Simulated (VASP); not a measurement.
# ZrPdSe3 (Pm-3m) in VASP: further runs

ZrPdSe3 is run at these levels: PBE; tasks: single point, relaxation of cell and atoms.

Everything below comes from runs of VASP 6.6.1. Logs are shortened: lines on timing, memory, paths and dates and some standing lists are left out, and cuts for length are marked.

### 1 The cell of the first run

The structure is cubic, space group Pm-3m (No. 221). Conventional cell: a = 4.856 Å, b = 4.856 Å, c = 4.856 Å, α = 90.00°, β = 90.00°, γ = 90.00°. Within 4.5 Å of Zr (site symmetry m-3m) lie 12 Se at 3.43 Å and 8 Pd at 4.21 Å. Pd (site symmetry m-3m) has 6 Se at 2.43 Å within 3.2 Å. Se (site symmetry 4/mmm) has 2 Pd at 2.43 Å within 3.2 Å.

The cell was built from a structure type or drawn by symmetry, and may not be a known phase.

### 2 Single point, PBE, collinear spin

Input file INCAR:

```
SYSTEM = ZrPdSe3
PREC     = Accurate       ! precision mode
ENCUT    = 500            ! plane-wave cutoff, eV
EDIFF    = 1E-6           ! SCF threshold, eV
ISMEAR   = 0              ! smearing method
SIGMA    = 0.1            ! smearing width, eV
LREAL    = .False.        ! projectors in reciprocal space
LASPH    = .True.         ! aspherical terms in the spheres
NELM     = 200            ! most SCF steps
ALGO     = Normal         ! electronic algorithm
ISIF     = 2              ! what is computed and relaxed
LWAVE    = .False.        ! write WAVECAR
LCHARG   = .True.         ! write CHGCAR
ISPIN    = 2              ! spin polarisation
MAGMOM   = 0 1 0 0 0      ! initial moments
LORBIT   = 11             ! projections on sites
LMAXMIX  = 4              ! l up to which the mixer works
GGA      = PE             ! functional
LELF     = .True.         ! ELF
LVHAR    = .True.       
NBANDS   = 32             ! bands
GGA_COMPAT= .False.
```

Input file KPOINTS:

```
regular mesh
0
Gamma
  4 4 4
  0 0 0
```

Input file POSCAR:

```
ZrPdSe3
1.0
    4.8560114047      0.0000000000      0.0000000000
    0.0000000000      4.8560114047      0.0000000000
    0.0000000000      0.0000000000      4.8560114047
Zr Pd Se
1 1 3
Direct
    0.0000000000      0.0000000000      0.0000000000
    0.5000000000      0.5000000000      0.5000000000
    0.0000000000      0.5000000000      0.5000000000
    0.5000000000      0.5000000000      0.0000000000
    0.5000000000      0.0000000000      0.5000000000
```

Potentials or basis: VASP PAW PBE potentials, release 64 (Zr_sv, Pd, Se).

Started as:

```
$ cat potpaw_PBE.64/Zr_sv/POTCAR potpaw_PBE.64/Pd/POTCAR potpaw_PBE.64/Se/POTCAR > POTCAR
$ mpirun -np 1 vasp_std > vasp.out
```

OUTCAR:

```text
SYSTEM = ZrPdSe3
   PREC = Accurate
   ENCUT = 500
   EDIFF = 1E-6
   ISMEAR = 0
   LREAL = .False.
   LASPH = .True.
   NELM = 200
   ISIF = 2
   ISPIN = 2
   LORBIT = 11
   GGA = PE

 ion  position               nearest neighbor table
   1  0.000  0.000  0.000-
   2  0.500  0.500  0.500-   3 2.43   4 2.43   5 2.43   4 2.43   5 2.43   3 2.43
   3  0.000  0.500  0.500-   2 2.43   2 2.43
   4  0.500  0.500  0.000-   2 2.43   2 2.43
   5  0.500  0.000  0.500-   2 2.43   2 2.43

  LATTYP: Found a simple cubic cell.
 ALAT       =     4.8560114047

  Lattice vectors:

 A1 = (   4.8560114047,   0.0000000000,   0.0000000000)
 A2 = (   0.0000000000,   4.8560114047,   0.0000000000)
 A3 = (   0.0000000000,   0.0000000000,   4.8560114047)

Analysis of symmetry for initial positions (statically):
=====================================================================
 Subroutine PRICEL returns:
 Original cell was already a primitive cell.

 Routine SETGRP: Setting up the symmetry group for a
 simple cubic supercell.

 Subroutine GETGRP returns: Found 48 space group operations
 (whereof 48 operations were pure point group operations)
 out of a pool of 48 trial point group operations.

The static configuration has the point symmetry O_h .

Analysis of symmetry for dynamics (positions and initial velocities):
=====================================================================
 Subroutine PRICEL returns:
 Original cell was already a primitive cell.

 Routine SETGRP: Setting up the symmetry group for a
 simple cubic supercell.

 Subroutine GETGRP returns: Found 48 space group operations
 (whereof 48 operations were pure point group operations)
 out of a pool of 48 trial point group operations.

The dynamic configuration has the point symmetry O_h .

Analysis of structural, dynamic, and magnetic symmetry:
=====================================================================
 Subroutine PRICEL returns:
 Original cell was already a primitive cell.

 Routine SETGRP: Setting up the symmetry group for a
 simple cubic supercell.

 Subroutine GETGRP returns: Found 48 space group operations
 (whereof 48 operations were pure point group operations)
 out of a pool of 48 trial point group operations.

The overall configuration has the point symmetry O_h .

 Subroutine INISYM returns: Found 48 space group operations
 (whereof 48 operations are pure point group operations),
 and found     1 'primitive' translations

----------------------------------------------------------------------------------------

                                     Primitive cell

  volume of cell :     114.5089

  direct lattice vectors                    reciprocal lattice vectors
     4.856011405  0.000000000  0.000000000     0.205930324  0.000000000  0.000000000
     0.000000000  4.856011405  0.000000000     0.000000000  0.205930324  0.000000000
     0.000000000  0.000000000  4.856011405     0.000000000  0.000000000  0.205930324

  length of vectors
     4.856011405  4.856011405  4.856011405     0.205930324  0.205930324  0.205930324

  position of ions in fractional coordinates (direct lattice)
     0.000000000  0.000000000  0.000000000
     0.500000000  0.500000000  0.500000000
     0.000000000  0.500000000  0.500000000
     0.500000000  0.500000000  0.000000000
     0.500000000  0.000000000  0.500000000

  ion indices of the primitive-cell ions
   primitive index   ion index
                 1           1
                 2           2
                 3           3
                 4           4
                 5           5

----------------------------------------------------------------------------------------

 KPOINTS: regular mesh

Automatic generation of k-mesh.
 Grid dimensions read from file:
 generate k-points for:    4    4    4

 Generating k-lattice:

  Cartesian coordinates                     Fractional coordinates (reciprocal lattice)
     0.051482581  0.000000000  0.000000000     0.250000000  0.000000000  0.000000000
     0.000000000  0.051482581  0.000000000     0.000000000  0.250000000  0.000000000
     0.000000000  0.000000000  0.051482581     0.000000000  0.000000000  0.250000000

  Length of vectors
     0.051482581  0.051482581  0.051482581

  Shift w.r.t. Gamma in fractional coordinates (k-lattice)
     0.000000000  0.000000000  0.000000000

 Subroutine IBZKPT returns following result:
 ===========================================

 Found     10 irreducible k-points:

 Following reciprocal coordinates:
            Coordinates               Weight
  0.000000  0.000000  0.000000      1.000000
  0.250000  0.000000  0.000000      6.000000
  0.500000  0.000000  0.000000      3.000000
  0.250000  0.250000  0.000000     12.000000
  0.500000  0.250000  0.000000     12.000000
  0.500000  0.500000  0.000000      3.000000
  0.250000  0.250000  0.250000      8.000000
  0.500000  0.250000  0.250000     12.000000
  0.500000  0.500000  0.250000      6.000000
  0.500000  0.500000  0.500000      1.000000
   k-points           NKPTS =     10   k-points in BZ     NKDIM =     10   number of bands    NBANDS=     32
   number of dos      NEDOS =    301   number of ions     NIONS =      5
   total plane-waves  NPLWV =  46656
   dimension x,y,z NGX =    36 NGY =   36 NGZ =   36
   dimension x,y,z NGXF=    72 NGYF=   72 NGZF=   72
   ions per type =               1   1   3
   NGX,Y,Z   is equivalent  to a cutoff of  12.32, 12.32, 12.32 a.u.
   NGXF,Y,Z  is equivalent  to a cutoff of  24.65, 24.65, 24.65 a.u.
 SYSTEM =  ZrPdSe3
   PREC   = accura    normal or accurate (medium, high low for compatibility)
   ISTART =      0    job   : 0-new  1-cont  2-samecut
   ICHARG =      2    charge: 1-file 2-atom 10-const
   ISPIN  =      2    spin polarized calculation?
   LNONCOLLINEAR =      F non collinear calculations
   LSORBIT =      F    spin-orbit coupling
   LASPH  =      T    aspherical Exc in radial PAW
   ENCUT  =  500.0 eV  36.75 Ry    6.06 a.u.   8.85  8.85  8.85*2*pi/ulx,y,z
   NELM   =    200;   NELMIN=  2; NELMDL= -5     # of ELM steps
   EDIFF  = 0.1E-05   stopping-criterion for ELM
   LREAL  =      F    real-space projection
   EDIFFG = 0.1E-04   stopping-criterion for IOM
   NSW    =      0    number of steps for IOM
   IBRION =     -1    ionic relax: 0-MD 1-quasi-New 2-CG
   NFREE  =      0    steps in history (QN), initial steepest desc. (CG)
   ISIF   =      2    stress and relaxation
   ISYM   =      2    0-nonsym 1-usesym 2-fastsym
   POTIM  = 0.5000    time-step for ionic-motion
   TEBEG  =    0.0;   TEEND  =   0.0 temperature during run
   PSTRESS=    0.0 pullay stress
   NELECT =      40.0000    total number of electrons
   NUPDOWN=      -1.0000    fix difference up-down
   EMIN   =  10.00;   EMAX   =-10.00  energy-range for DOS
   EFERMI =   0.00;   METHOD = LEGACY
   ISMEAR =     0;   SIGMA  =   0.10  broadening in eV -4-tet -1-fermi 0-gaus
   EFERMI_NEDOS =   21; number of points for ismear=-14 and -15
   IALGO  =     38    algorithm
   IMIX   =      4    mixing-type and parameters
     AMIX     =   0.40;   BMIX     =  1.00
     AMIX_MAG =   1.60;   BMIX_MAG =  1.00
  volume/ion in A,a.u.               =      22.90       154.55
  Fermi-wavevector in a.u.,A,eV,Ry     =   1.152962  2.178783 18.086527  1.329322
  Thomas-Fermi vector in A             =   2.289610
   LORBIT       =     11    0 simple, 1 ext, 2 COOP (PROOUT), +10 PAW based schemes
   GGA     = PE    functional components
   LHFCALC =     F    Hartree Fock is set to
   AEXX    =    0.0000 exact exchange contribution
   IVDW    =     0    specifies the selected vdW correction
   LEPSILON=     F    determine dielectric tensor
   LRPA    =     F    only Hartree local field effects (RPA)
 spin polarized calculation
 Gauss-broadening in eV      SIGMA  =   0.10
  energy-cutoff  :      500.00
  volume of cell :      114.51
 maximum number of plane-waves:      2945
 NGX is ok and might be reduce to    36
   NGX = 17   NGY = 17   NGZ = 17

 number of electron      39.9999998 magnetization       0.1283977

 number of electron      39.9999998 magnetization      -0.5526445

 Free energy of the ion-electron system (eV)
  ---------------------------------------------------
  ext. energy  EPLUGINS =         0.00000000
  ---------------------------------------------------
  free energy    TOTEN  =       -24.19648680 eV

  energy without entropy =      -24.17532575  energy(sigma->0) =      -24.18590628

 E-fermi :   6.0162     XC(G=0): -10.2130

 val. band max:        5.9809632644   @ k =   0.2500   0.2500   0.0000
 cond. band min:       6.0166013565   @ k =   0.0000   0.0000   0.0000
 fundamental gap:      0.0356380921
 Fermi energy:         6.0162030525

 spin component 1

 k-point     1 :       0.0000    0.0000    0.0000
  band No.  band energies     occupation
      1     -44.7751      1.00000
      2     -22.6400      1.00000
      3     -22.6400      1.00000
      4     -22.6400      1.00000
      5      -8.5641      1.00000
      6      -6.8326      1.00000
[... 339 lines left out ...]
     31      14.8582      0.00000
     32      14.8584      0.00000
 Fermi energy:         6.0162030525

 spin component 2

 k-point     1 :       0.0000    0.0000    0.0000
  band No.  band energies     occupation
      1     -45.1552      1.00000
      2     -23.0881      1.00000
      3     -23.0881      1.00000
      4     -23.0881      1.00000
      5      -8.5048      1.00000
      6      -6.7591      1.00000
[... 339 lines left out ...]
     31      14.5866      0.00000
     32      14.5866      0.00000

------------------------ aborting loop because EDIFF is reached ----------------------------------------

  FORCE on cell =-STRESS in cart. coord.  units (eV):
  Direction    XX          YY          ZZ          XY          YZ          ZX
  --------------------------------------------------------------------------------------
  -------------------------------------------------------------------------------------
  Total        0.0830077      0.0830077      0.0830077     -0.0000000     -0.0000000     -0.0000000
  in kB        1.1614215      1.1614215      1.1614215     -0.0000000     -0.0000000     -0.0000000
  external PRESSURE =       1.1614215 kB  Pullay stress =       0.0000000 kB

 VOLUME and BASIS-vectors are now :
 -----------------------------------------------------------------------------
  energy-cutoff  :      500.00
  volume of cell :      114.51
      direct lattice vectors                 reciprocal lattice vectors
     4.856011405  0.000000000  0.000000000     0.205930324  0.000000000  0.000000000
     0.000000000  4.856011405  0.000000000     0.000000000  0.205930324  0.000000000
     0.000000000  0.000000000  4.856011405     0.000000000  0.000000000  0.205930324

 POSITION                                       TOTAL-FORCE (eV/Angst)
 -----------------------------------------------------------------------------------
      0.00000      0.00000      0.00000         0.000000      0.000000      0.000000
      2.42801      2.42801      2.42801         0.000000      0.000000      0.000000
      0.00000      2.42801      2.42801         0.000000      0.000000      0.000000
      2.42801      2.42801      0.00000         0.000000      0.000000      0.000000
      2.42801      0.00000      2.42801         0.000000      0.000000      0.000000
 -----------------------------------------------------------------------------------
    total drift:                                0.000000      0.000000      0.000000

  FREE ENERGIE OF THE ION-ELECTRON SYSTEM (eV)
  ---------------------------------------------------
  free  energy   TOTEN  =       -24.1964868045 eV

  energy  without entropy=      -24.1753257543  energy(sigma->0) =      -24.18590628

 total charge

# of ion       s       p       d       tot
------------------------------------------
    1        2.098   5.910   1.397   9.405
    2        0.527   0.624   8.663   9.813
    3        1.486   2.267   0.051   3.803
    4        1.486   2.267   0.051   3.803
    5        1.486   2.267   0.051   3.803
--------------------------------------------------
tot          7.081  13.334  10.212  30.627

 magnetization (x)

# of ion       s       p       d       tot
------------------------------------------
    1       -0.023  -0.003  -0.545  -0.571
    2       -0.003  -0.001   0.015   0.011
    3        0.000   0.067  -0.002   0.065
    4        0.000   0.067  -0.002   0.065
    5        0.000   0.067  -0.002   0.065
--------------------------------------------------
tot         -0.024   0.198  -0.537  -0.363
```

Wall time 59 s (1 thread of AMD EPYC 7R13 (Zen 3), shared host); peak memory 0.23 GiB.

What came out:

```yaml
Free_energy: -24.1965 eV
Pressure: 0.1 GPa
Net_moment: -0.55 μB per cell
Site_moments: Zr -0.57; Pd +0.01; Se +0.07 μB
Valence_electrons_inside_the_program's_atomic_spheres: Zr 9.40; Pd 9.81; Se 3.80
```

Levels at points of the mesh, in eV from the Fermi level:
Spin up:
| k point | band 16 | band 17 | band 18 | band 19 | band 20 | band 21 | band 22 | band 23 | band 24 | band 25 |
| --- | --- | --- | --- | --- | --- | --- | --- | --- | --- | --- |
| (0.00, 0.00, 0.00) | -1.68 | -1.68 | -1.68 | -0.74 | -0.74 | -0.74 | 0.00 | 0.00 | 0.13 | 0.41 |
| (0.50, 0.00, 0.00) | -2.75 | -1.37 | -1.37 | -1.09 | -1.09 | -0.34 | 0.38 | 0.62 | 1.73 | 1.93 |
| (0.50, 0.50, 0.00) | -2.27 | -1.72 | -1.55 | -1.55 | -0.55 | 0.65 | 0.78 | 1.67 | 2.07 | 2.07 |
| (0.50, 0.50, 0.50) | -1.90 | 0.01 | 0.01 | 0.01 | 0.31 | 0.62 | 0.62 | 0.62 | 0.82 | 0.82 |
Spin down:
```csv
k point,band 17,band 18,band 19,band 20,band 21,band 22,band 23,band 24
"(0.00, 0.00, 0.00)",-1.59,-1.59,-0.70,-0.70,-0.70,-0.41,-0.41,-0.22
"(0.50, 0.00, 0.00)",-1.42,-1.42,-1.05,-1.05,-0.32,-0.20,0.15,1.41
"(0.50, 0.50, 0.00)",-1.70,-1.66,-1.66,-0.68,0.18,0.20,1.40,1.66
"(0.50, 0.50, 0.50)",-0.09,0.04,0.04,0.04,0.11,0.11,0.11,0.32
```

### 3 Relaxation of cell and atoms, PBE

Input file INCAR:

```
PREC     = Accurate       # precision mode
ENCUT    = 500            # plane-wave cutoff, eV
EDIFF    = 1E-7           # SCF threshold, eV
ISMEAR   = 0              # smearing method
SIGMA    = 0.1            # smearing width, eV
LREAL    = False          # projectors in reciprocal space
LASPH    = True           # aspherical terms in the spheres
NELM     = 120            # most SCF steps
ALGO     = Normal         # electronic algorithm
ISIF     = 3              # what is computed and relaxed
LWAVE    = False          # write WAVECAR
LCHARG   = False          # write CHGCAR
GGA      = PE             # functional
IBRION   = 2              # ionic algorithm
NSW      = 100            # ionic steps
EDIFFG   = -0.01          # ionic threshold
GGA_COMPAT= False        
NELMIN   = 4
```

Input file KPOINTS:

```
Automatic mesh
0
Gamma
  8 8 8
```

POSCAR is that of step 2.

Potentials or basis: VASP PAW PBE potentials, release 64 (Zr_sv, Pd, Se).

Started as:

```
$ cat potpaw_PBE.64/Zr_sv/POTCAR potpaw_PBE.64/Pd/POTCAR potpaw_PBE.64/Se/POTCAR > POTCAR
$ mpirun -np 1 vasp_std > vasp.out
```

Run time: 2.7 min. Hardware: 1 thread of AMD EPYC 7R13 (Zen 3), shared host; peak memory 0.25 GiB.

The run converged. Its results:

```yaml
Free_energy: -24.0082 eV
Relaxed_volume: 22.95 Å³/atom
Relaxed_cell: a = 4.859 Å, b = 4.859 Å, c = 4.859 Å, α = 90.00°, β = 90.00°, γ = 90.00°
Space_group_after_relaxing_to_0.1_Å: Pm-3m (No. 221)
Energy_gained_by_relaxing: 0.0 meV/atom
Ionic_steps: 3
Pressure_after_relaxing: 0.0 GPa
```

Step by step:
```
step  energy change (eV)  largest force (eV/Å)  pressure (GPa)  volume (Å³)
   1              0.0000                0.0000            0.17       114.51
   2              0.0000                0.0000           -0.13       114.92
   3             -0.0001                0.0000            0.01       114.73
```

Final structure:
```xyz
5
Lattice="4.8592 0.0000 0.0000 0.0000 4.8592 0.0000 0.0000 0.0000 4.8592" Properties=species:S:1:pos:R:3 pbc="T T T"
Zr    0.0000    0.0000    0.0000
Pd    2.4296    2.4296    2.4296
Se    0.0000    2.4296    2.4296
Se    2.4296    2.4296    0.0000
Se    2.4296    0.0000    2.4296
```

Levels at points of the mesh, in eV from the Fermi level:
| k point | band 17 | band 18 | band 19 | band 20 | band 21 | band 22 | band 23 | band 24 |
| --- | --- | --- | --- | --- | --- | --- | --- | --- |
| (0.00, 0.00, 0.00) | -1.62 | -1.62 | -0.67 | -0.67 | -0.67 | -0.32 | -0.32 | -0.08 |
| (0.50, 0.00, 0.00) | -1.36 | -1.36 | -1.00 | -1.00 | -0.21 | -0.03 | 0.25 | 1.46 |
| (0.50, 0.50, 0.00) | -1.57 | -1.55 | -1.55 | -0.65 | 0.29 | 0.36 | 1.43 | 1.76 |
| (0.50, 0.50, 0.50) | 0.04 | 0.08 | 0.08 | 0.08 | 0.21 | 0.21 | 0.21 | 0.42 |

Caveat: the highest band is partly filled, so the run has too few bands.
